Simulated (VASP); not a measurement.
SiO2:

```
Si O
1.0
     0.00000    3.56000    3.56000
     3.56000    0.00000    3.56000
     3.56000    3.56000    0.00000
Si O
2 4
Direct
  0.50000 0.50000 0.50000
  0.25000 0.25000 0.25000
  0.35959 0.92122 0.35959
  0.35959 0.35959 0.92122
  0.35959 0.35959 0.35959
  0.92122 0.35959 0.35959
```

* Program: VASP 6.6.1
* Task: relaxation of cell and atoms
* Functional: PBE
* Potentials or basis: VASP PAW PBE potentials, release 64 (Si, O)
* Cutoff: 600 eV
* k mesh: 4 × 4 × 4
* Occupations: gaussian, width 0.1 eV
* Spin: no spin polarisation

At the start: pressure 55.9 GPa; volume 15.04 Å³/atom.

Problem. How do energy, volume and symmetry change on relaxing?

Solution. Over 27 steps the energy falls by 1686.5 meV/atom and the volume is 17.29 Å³/atom (+15.0 %); space group Fd-3m (No. 227, to 0.05 Å).

Step by step:
```tsv
step	energy change (eV)	largest force (eV/Å)	pressure (GPa)	volume (Å³)
1	0.0000	25.3703	55.93	90.24
2	617.0940	626.1982	463.45	177.64
3	-6.9602	12.3064	26.50	93.88
4	-7.5365	10.6534	26.34	92.97
5	-8.2131	8.0686	26.85	91.60
6	-8.4554	6.7385	27.44	90.92
7	-8.5515	6.0614	27.85	90.58
8	-8.5931	5.7205	28.06	90.41
9	-8.6123	5.5491	28.18	90.32
10	-8.6215	5.4622	28.24	90.28
11	-8.6260	5.4198	28.27	90.26
12	-8.6282	5.3986	28.28	90.25
13	-8.6294	5.3878	28.29	90.24
14	-8.6299	5.3825	28.29	90.24
15	-8.6302	5.3798	28.29	90.24
16	-8.6303	5.3784	28.29	90.24
17	-8.6304	5.3777	28.29	90.24
18	-8.6304	5.3774	28.30	90.24
19	-8.6304	5.3772	28.30	90.24
20	-5.6224	10.4064	-4.51	120.93
21	-9.8101	3.0244	8.38	98.89
22	-9.8279	2.5433	9.61	98.09
23	-9.6902	1.3091	-10.91	113.81
24	-10.1111	0.4204	-1.19	104.69
25	-10.1113	0.4677	-0.93	104.50
26	-10.1098	0.4952	1.23	102.96
27	-10.1188	0.0160	0.07	103.76
```

Final structure:
```xyz
6
Lattice="0.0000 3.7296 3.7296 3.7296 0.0000 3.7296 3.7296 3.7296 0.0000" Properties=species:S:1:pos:R:3 pbc="T T T"
Si    3.7296    3.7296    3.7296
Si    1.8648    1.8648    1.8648
O     4.6622    2.7971    4.6622
O     4.6622    4.6622    2.7971
O     2.7971    2.7971    2.7971
O     2.7971    4.6622    4.6622
```
